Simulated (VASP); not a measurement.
Here is a VASP 6.6.1 calculation.

The input INCAR:

```
ALGO     = Normal         # electronic algorithm
EDIFF    = 1E-7           # SCF threshold, eV
ENCUT    = 520            # plane-wave cutoff, eV
GGA      = PE             # functional
ISIF     = 2              # what is computed and relaxed
ISMEAR   = -1             # smearing method
LASPH    = True           # aspherical terms in the spheres
LCHARG   = False          # write CHGCAR
LREAL    = False          # projectors in reciprocal space
LWAVE    = False          # write WAVECAR
NBANDS   = 18             # bands
NELM     = 60             # most SCF steps
PREC     = Accurate       # precision mode
SIGMA    = 0.05           # smearing width, eV
```

Contents of KPOINTS:

```
k-points
0
Gamma
  14 14 7
```

POSCAR

```
Y
1.0
    2.6171209575      0.0000000000      0.0000000000
   -1.3085604787      2.2664932339      0.0000000000
    0.0000000000      0.0000000000      4.4365047174
Y
2
Direct
    0.3333333333      0.6666666667      0.2500000000
    0.6666666667      0.3333333333      0.7500000000
```

Potentials or basis: VASP PAW PBE potentials, release 64 (Y_sv).

Run with:

```sh
$ cat potpaw_PBE.64/Y_sv/POTCAR > POTCAR
$ mpirun -np 1 vasp_std > vasp.out
```

(1) What does it give for the band gap on the k mesh?

(2) What does it give for the pressure?

## Answers

(1) zero (bands 11 and 12 overlap by 3.67 eV).

(2) 140.6 GPa.

Caveat: the cell stands under pressure.
